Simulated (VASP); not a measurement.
# Eu (Im-3m) in VASP: notebook, part 2 of 2

VASP 6.6.1. The steps go on from the part before.

### 3 Single point, r2SCAN+D3(BJ)+U, collinear spin, ferromagnetic start

This run uses another cell than the first one, of 48.86 Å³/atom, 1.087 times its volume.

Input file POSCAR:

```
Eu
1.0
   -2.3030000000      2.3030000000      2.3030000000
    2.3030000000     -2.3030000000      2.3030000000
    2.3030000000      2.3030000000     -2.3030000000
Eu
1
Direct
    0.0000000000      0.0000000000      0.0000000000
```

Input file INCAR.step1:

```
ALGO = Normal
EDIFF = 1E-4
ENCUT = 520
GGA = PE
ISMEAR = -1
ISPIN = 2
LASPH = True
LCHARG = False
LDAU = True
LDAUJ = 0
LDAUL = 3
LDAUTYPE = 2
LDAUU = 7
LMAXMIX = 6
LREAL = False
LWAVE = True
MAGMOM = 7
NBANDS = 18
NELM = 150
PREC = Accurate
SIGMA = 0.025
```

Input file INCAR.step2:

```
ALGO = Normal
EDIFF = 1E-6
ENCUT = 520
ISIF = 2
ISMEAR = -1
ISPIN = 2
ISTART = 1
IVDW = 12
LASPH = True
LCHARG = False
LDAU = True
LDAUJ = 0
LDAUL = 3
LDAUPRINT = 1
LDAUTYPE = 2
LDAUU = 7
LMAXMIX = 6
LMIXTAU = True
LORBIT = 11
LREAL = False
LWAVE = False
MAGMOM = 7
METAGGA = R2SCAN
NBANDS = 18
NELM = 150
PREC = Accurate
SIGMA = 0.025
VDW_A1 = 0.49484001
VDW_A2 = 5.73083694
VDW_S6 = 1.0
VDW_S8 = 0.78981345
```

Input file KPOINTS:

```
k-points
0
Gamma
  8 8 8
```

Potentials or basis: VASP PAW PBE potentials, release 64 (Eu).

Started as:

```bash
$ cat potpaw_PBE.64/Eu/POTCAR > POTCAR
$ cp INCAR.step1 INCAR
$ mpirun -np 1 vasp_std > vasp.out
$ cp INCAR.step2 INCAR
$ mpirun -np 1 vasp_std > vasp.out
```

OUTCAR:

```text
EDIFF = 1E-6
   ENCUT = 520
   ISIF = 2
   ISMEAR = -1
   ISPIN = 2
   ISTART = 1
   IVDW = 12
   LASPH = True
   LORBIT = 11
   LREAL = False
   METAGGA = R2SCAN
   NELM = 150
   PREC = Accurate
 IVDW          = 12

 ion  position               nearest neighbor table
   1  0.000  0.000  0.000-

  LATTYP: Found a body centered cubic cell.
 ALAT       =     4.6060000000

  Lattice vectors:

 A1 = (  -2.3030000000,   2.3030000000,   2.3030000000)
 A2 = (   2.3030000000,  -2.3030000000,   2.3030000000)
 A3 = (   2.3030000000,   2.3030000000,  -2.3030000000)

Analysis of symmetry for initial positions (statically):
=====================================================================
 Subroutine PRICEL returns:
 Original cell was already a primitive cell.

 Routine SETGRP: Setting up the symmetry group for a
 body centered cubic supercell.

 Subroutine GETGRP returns: Found 48 space group operations
 (whereof 48 operations were pure point group operations)
 out of a pool of 48 trial point group operations.

The static configuration has the point symmetry O_h .

Analysis of symmetry for dynamics (positions and initial velocities):
=====================================================================
 Subroutine PRICEL returns:
 Original cell was already a primitive cell.

 Routine SETGRP: Setting up the symmetry group for a
 body centered cubic supercell.

 Subroutine GETGRP returns: Found 48 space group operations
 (whereof 48 operations were pure point group operations)
 out of a pool of 48 trial point group operations.

The dynamic configuration has the point symmetry O_h .

Analysis of structural, dynamic, and magnetic symmetry:
=====================================================================
 Subroutine PRICEL returns:
 Original cell was already a primitive cell.

 Routine SETGRP: Setting up the symmetry group for a
 body centered cubic supercell.

 Subroutine GETGRP returns: Found 48 space group operations
 (whereof 48 operations were pure point group operations)
 out of a pool of 48 trial point group operations.

The overall configuration has the point symmetry O_h .

 Subroutine INISYM returns: Found 48 space group operations
 (whereof 48 operations are pure point group operations),
[... 155 lines left out ...]
 -0.0000  0.0000 -0.0000  0.0000 -0.0000 -0.0000 -0.0000
 -0.0000 -0.0000 -0.0000 -0.0000  0.0000  0.0000 -0.0000
 -0.0000  0.0000 -0.0000 -0.0000  0.0000  0.0000  0.0000
  0.0000 -0.0000  0.0000 -0.0000 -0.0000  0.0000  0.0000

 occupancies and eigenvectors

  o =  0.0000  v =  0.0000  0.0000  0.0000  0.0000  0.0000  0.0000  0.0000 -0.0013 -0.0000  0.0016  0.0000 -0.0007  1.0000 -0.0006      0.0000  0.0000  0.0000  0.0000  0.0000  0.0000  0.0000  0.0000  0.0000  0.0000  0.0000  0.0000  0.0000  0.0000
  o =  0.0000  v =  0.0000  0.0000  0.0000  0.0000  0.0000  0.0000  0.0000 -0.6124 -0.0000  0.7906 -0.0000  0.0012 -0.0021  0.0009      0.0000  0.0000  0.0000  0.0000  0.0000  0.0000  0.0000  0.0000  0.0000  0.0000  0.0000  0.0000  0.0000  0.0000
  o =  0.0000  v =  0.0000  0.0000  0.0000  0.0000  0.0000  0.0000  0.0000 -0.0009 -0.0000  0.0012 -0.0000 -0.7906 -0.0009 -0.6124      0.0000  0.0000  0.0000  0.0000  0.0000  0.0000  0.0000  0.0000  0.0000  0.0000  0.0000  0.0000  0.0000  0.0000
  o =  0.0000  v =  0.0000  0.0000  0.0000  0.0000  0.0000  0.0000  0.0000  0.0011 -0.0000  0.0009  1.0000  0.0008 -0.0000 -0.0010      0.0000  0.0000  0.0000  0.0000  0.0000  0.0000  0.0000  0.0000  0.0000  0.0000  0.0000  0.0000  0.0000  0.0000
  o =  0.0000  v =  0.0000  0.0000  0.0000  0.0000  0.0000  0.0000  0.0000  0.7906  0.0000  0.6124 -0.0014  0.0018 -0.0000 -0.0023      0.0000  0.0000  0.0000  0.0000  0.0000  0.0000  0.0000  0.0000  0.0000  0.0000  0.0000  0.0000  0.0000  0.0000
  o =  0.0000  v =  0.0000  0.0000  0.0000  0.0000  0.0000  0.0000  0.0000 -0.0023 -0.0000 -0.0018 -0.0013  0.6124 -0.0000 -0.7906      0.0000  0.0000  0.0000  0.0000  0.0000  0.0000  0.0000  0.0000  0.0000  0.0000  0.0000  0.0000  0.0000  0.0000
  o =  0.0000  v =  0.0000  0.0000  0.0000  0.0000  0.0000  0.0000  0.0000  0.0000 -1.0000  0.0000 -0.0000  0.0000 -0.0000  0.0000      0.0000  0.0000  0.0000  0.0000  0.0000  0.0000  0.0000  0.0000  0.0000  0.0000  0.0000  0.0000  0.0000  0.0000
  o =  0.9794  v =  0.0000  0.0000 -0.0000 -0.0000 -0.7723  0.2140 -0.5982  0.0000  0.0000  0.0000  0.0000  0.0000  0.0000  0.0000      0.0000  0.0000  0.0000  0.0000  0.0000  0.0000  0.0000  0.0000  0.0000  0.0000  0.0000  0.0000  0.0000  0.0000
  o =  0.9794  v =  0.0000 -0.0000 -0.0000  0.0000 -0.1692 -0.9768 -0.1310  0.0000  0.0000  0.0000  0.0000  0.0000  0.0000  0.0000      0.0000  0.0000  0.0000  0.0000  0.0000  0.0000  0.0000  0.0000  0.0000  0.0000  0.0000  0.0000  0.0000  0.0000
  o =  0.9794  v = -0.6124  0.0000  0.7906  0.0000 -0.0000  0.0000 -0.0000  0.0000  0.0000  0.0000  0.0000  0.0000  0.0000  0.0000      0.0000  0.0000  0.0000  0.0000  0.0000  0.0000  0.0000  0.0000  0.0000  0.0000  0.0000  0.0000  0.0000  0.0000
  o =  0.9800  v =  0.0000  0.0000  0.0000 -0.9993 -0.0226 -0.0000  0.0292  0.0000  0.0000  0.0000  0.0000  0.0000  0.0000  0.0000      0.0000  0.0000  0.0000  0.0000  0.0000  0.0000  0.0000  0.0000  0.0000  0.0000  0.0000  0.0000  0.0000  0.0000
  o =  0.9800  v =  0.0000 -0.0000 -0.0000 -0.0369  0.6120 -0.0000 -0.7900  0.0000  0.0000  0.0000  0.0000  0.0000  0.0000  0.0000      0.0000  0.0000  0.0000  0.0000  0.0000  0.0000  0.0000  0.0000  0.0000  0.0000  0.0000  0.0000  0.0000  0.0000
  o =  0.9800  v = -0.7906 -0.0000 -0.6124 -0.0000  0.0000 -0.0000  0.0000  0.0000  0.0000  0.0000  0.0000  0.0000  0.0000  0.0000      0.0000  0.0000  0.0000  0.0000  0.0000  0.0000  0.0000  0.0000  0.0000  0.0000  0.0000  0.0000  0.0000  0.0000
  o =  0.9803  v =  0.0000  1.0000 -0.0000  0.0000  0.0000 -0.0000 -0.0000  0.0000  0.0000  0.0000  0.0000  0.0000  0.0000  0.0000      0.0000  0.0000  0.0000  0.0000  0.0000  0.0000  0.0000  0.0000  0.0000  0.0000  0.0000  0.0000  0.0000  0.0000

 number of electron      17.0000008 magnetization       7.7114620

 Free energy of the ion-electron system (eV)
  ---------------------------------------------------
  ext. energy  EPLUGINS =         0.00000000
  ---------------------------------------------------
  free energy    TOTEN  =       -38.97399858 eV

  energy without entropy =      -38.97102149  energy(sigma->0) =      -38.97251004

 E-fermi :   1.5806     XC(G=0):  -8.6073

 val. band max:        1.5790264818   @ k =   0.2500   0.2500   0.2500
 cond. band min:       1.5939178738   @ k =   0.2500   0.2500   0.1250
 fundamental gap:      0.0148913920
 Fermi energy:         1.5806323661

 spin component 1

 k-point     1 :       0.0000    0.0000    0.0000
  band No.  band energies     occupation
      1     -40.9256      1.00000
      2     -19.1122      1.00000
      3     -19.1122      1.00000
      4     -19.1122      1.00000
      5      -2.9251      1.00000
      6      -1.0527      1.00000
[... 1001 lines left out ...]
     17      12.1623      0.00000
     18      12.3416      0.00000

 [... further k-points ...]

------------------------ aborting loop because EDIFF is reached ----------------------------------------

 Edisp (eV)   -0.11435

 E8    (eV) :    -0.0521

  FORCE on cell =-STRESS in cart. coord.  units (eV):
  Direction    XX          YY          ZZ          XY          YZ          ZX
  --------------------------------------------------------------------------------------
  -------------------------------------------------------------------------------------
  Total      -0.07385    -0.07385    -0.07385     0.00000     0.00000     0.00000
  in kB      -2.42156    -2.42156    -2.42156     0.00000     0.00000     0.00000
  external pressure =       -2.42 kB  Pullay stress =        0.00 kB

 VOLUME and BASIS-vectors are now :
 -----------------------------------------------------------------------------
  energy-cutoff  :      520.00
  volume of cell :       48.86
      direct lattice vectors                 reciprocal lattice vectors
    -2.303000000  2.303000000  2.303000000     0.000000000  0.217108120  0.217108120
     2.303000000 -2.303000000  2.303000000     0.217108120  0.000000000  0.217108120
     2.303000000  2.303000000 -2.303000000     0.217108120  0.217108120  0.000000000

 POSITION                                       TOTAL-FORCE (eV/Angst)
 -----------------------------------------------------------------------------------
      0.00000      0.00000      0.00000         0.000000      0.000000      0.000000
 -----------------------------------------------------------------------------------
    total drift:                               -0.000000     -0.000000      0.000000

  FREE ENERGIE OF THE ION-ELECTRON SYSTEM (eV)
  ---------------------------------------------------
  free  energy   TOTEN  =       -39.0883529575 eV

  energy  without entropy=      -39.0853758740  energy(sigma->0) =      -39.08686442

 total charge

# of ion       s       p       d       f       tot
--------------------------------------------------
    1        2.076   5.794   0.191   6.852  14.913

 magnetization (x)

# of ion       s       p       d       f       tot
--------------------------------------------------
    1       -0.014  -0.165   0.127   6.852   6.800
```

Wall time 3 min (1 thread of Intel Xeon Platinum 8559C (Emerald Rapids), shared host); peak memory 0.23 GiB.

What came out:

* Free energy: -39.0884 eV
* Pressure: -0.2 GPa
* Net moment: 7.71 μB per cell
* Site moments: Eu +6.80 μB
* Valence electrons inside the program's atomic spheres: Eu 14.91
* Dispersion energy per atom: -0.114 eV

Levels at points of the mesh, in eV from the Fermi level:
Spin up:
```tsv
k point	band 10	band 11	band 12	band 13	band 14	band 15
(0.00, 0.00, 0.00)	-2.54	-2.54	-2.50	2.21	2.21	2.21
(0.50, 0.00, 0.00)	-2.54	-2.52	-1.62	0.15	0.82	3.51
(0.50, 0.50, 0.50)	-2.51	-2.51	-1.01	-1.01	4.43	4.43
```
Spin down:
```
           k point  band 3  band 4  band 5  band 6  band 7  band 8
(0.00, 0.00, 0.00)  -17.97  -17.97   -3.16    3.28    3.28    3.28
(0.50, 0.00, 0.00)  -18.09  -17.97   -0.44    1.56    1.83    4.91
(0.50, 0.50, 0.50)  -18.24  -18.24    0.31    0.31    5.35    5.35
```

Eigenvalues of the final occupation matrices:
| site | spin | trace | eigenvalues |
| --- | --- | --- | --- |
| site 1 f | 1 | 6.86 | 0.98 0.98 0.98 0.98 0.98 0.98 0.98 |
| site 1 f | 2 | 0.00 | 0.00 0.00 0.00 0.00 0.00 0.00 0.00 |

Caveat: three body term missing; the PAW data sets were made with another functional, which shifts forces and pressure a little; spin-orbit coupling is left out, which moves the levels of the heavy elements; pairwise dispersion overbinds metals, which lowers pressure and volume. The state reached can hang on the start; a lower one may exist.
